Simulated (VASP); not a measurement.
Set up this calculation in VASP 6.6.1, as the native input.

* Task: relaxation of cell and atoms
* Functional: PBE
* Potentials or basis: VASP PAW PBE potentials, release 64 (Ga_d, O)
* Cutoff: 600 eV
* k mesh: 10 × 10 × 6
* Occupations: gaussian, width 0.1 eV
* Spin: no spin polarisation
* Dipole correction: no
* Further INCAR settings: ALGO = Normal; EDIFF = 1e-06; IBRION = 2; EDIFFG = -0.01; NSW = 100; ISIF = 3

The structure of Ga3O2 lies in POSCAR:

```
Ga3O2
1.0
    3.5358792223      0.0000000000      0.0000000000
    0.0000000000      3.5358792223      0.0000000000
    0.0000000000      0.0000000000      8.0754147456
Ga O
3 2
Direct
    0.0000000000      0.0000000000      0.6907058872
    0.0000000000      0.0000000000      0.3092941128
    0.5000000000      0.5000000000      0.5000000000
    0.0000000000      0.0000000000      0.0848733732
    0.0000000000      0.0000000000      0.9151266268
```

The cell was generated, and may not be a known phase.

One way to write it, as run:

INCAR

```
SYSTEM = Ga3O2
PREC = Accurate
ENCUT = 600
EDIFF = 1E-6
ISMEAR = 0
SIGMA = 0.1
LREAL = .False.
LASPH = .True.
NELM = 60
ALGO = Normal
ISIF = 3
LWAVE = .False.
LCHARG = .False.
GGA = PE
IBRION = 2
NSW = 100
EDIFFG = -0.01
```

KPOINTS

```
Automatic mesh
0
Gamma
  10 10 6
  0 0 0
```

Potentials or basis: VASP PAW PBE potentials, release 64 (Ga_d, O).

Command:

```console
$ cat potpaw_PBE.64/Ga_d/POTCAR potpaw_PBE.64/O/POTCAR > POTCAR
$ mpirun -np 1 vasp_std > vasp.out
```

Results of the run:

```yaml
Relaxed_volume: 20.45 Å³/atom
Relaxed_cell: a = 3.562 Å, b = 3.562 Å, c = 8.060 Å, α = 90.00°, β = 90.00°, γ = 90.00°
Space_group_after_relaxing_to_0.1_Å: P4/mmm (No. 123)
Energy_gained_by_relaxing: 0.5 meV/atom
Ionic_steps: 25
Pressure_after_relaxing: -0.1 GPa
Largest_force_after_relaxing: 0.006 eV/Å
Band_gap_on_the_k_mesh: zero (an odd number of electrons rules out a gap without spin polarisation)
```

Run time: 91 min on 1 thread of Intel Xeon 8259CL (shared host), peak memory 0.41 GiB.
